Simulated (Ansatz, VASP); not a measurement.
One calculation of MgO, two programs

INCAR

```
PREC     = Accurate       # precision mode
ENCUT    = 520            # plane-wave cutoff, eV
EDIFF    = 1E-6           # SCF threshold, eV
ISMEAR   = 0              # smearing method
SIGMA    = 0.05           # smearing width, eV
LREAL    = False          # projectors in reciprocal space
LASPH    = True           # aspherical terms in the spheres
NELM     = 80             # most SCF steps
ALGO     = Normal         # electronic algorithm
ISIF     = 2              # what is computed and relaxed
LWAVE    = False          # write WAVECAR
LCHARG   = True           # write CHGCAR
GGA      = PE             # functional
LELF     = True           # ELF
LVHAR    = True         
NBANDS   = 11             # bands
```

The input KPOINTS:

```
Automatic mesh
0
Gamma
  9 9 8
```

Contents of POSCAR:

```
MgO
1.0
    2.9380209034      0.0000000000      0.0000000000
   -1.4690104517      2.4935127244      0.0000000000
    0.0000000000      0.0000000000      2.6796800000
Mg O
1 1
Direct
    0.0000000000      0.0000000000      0.0000000000
    0.3333333333      0.6666666667      0.5000000000
```

Input for Ansatz:

```yaml
crystal:
  lattice:
    - [2.9380209034, 0.0, 0.0]
    - [-1.4690104517, 2.4935127244, 0.0]
    - [0.0, 0.0, 2.67968]
  atoms:
    - { symbol: Mg, position: [0.0, 0.0, 0.0] }
    - { symbol: O, position: [0.3333333333, 0.6666666667, 0.5] }
basis:
  ecutwfc: 420
kpoints:
  mp_grid: { grid: [9, 9, 8] }
hamiltonian:
  xc: pbe
scf:
  occupations: { method: gaussian, width: 0.05 }
output:
  forces: true
  stress: true
  eigenvalues: true
```

Change from the starting cell: strain -0.0200 x Voigt [0, 1, 0, 0, 0, 0], atoms carried along.

Alike in both runs: task single point; functional PBE; k mesh 9 × 9 × 8; occupations gaussian, width 0.05 eV; no spin polarisation.

```csv
,VASP,Ansatz
version,VASP 6.6.1,Ansatz 0.2.0
potentials or method,"VASP PAW PBE potentials, release 64 (Mg, O), cutoff 520 eV","scalar-relativistic, plane waves, PAW"
valence electrons in the cell,8,16
```

```tsv
	VASP	Ansatz	Ansatz less VASP
gap on the k mesh at the Fermi level (eV)	3.15	3.17	+0.023
least direct gap on the mesh (eV)	3.62	3.64	+0.017
pressure (GPa)	2.0	2.7	+0.64
traceless stress, the component that is largest in VASP (GPa)	4.08	4.00	-0.078
rms of the force components (eV/Å)	0.007	0.006	-0.0005
```

Atom by atom the forces differ by 0.001 eV/Å (rms over components). VASP's potentials hold 8 valence electrons a cell and Ansatz's 16, so a difference there can come from the potentials and not from the codes.
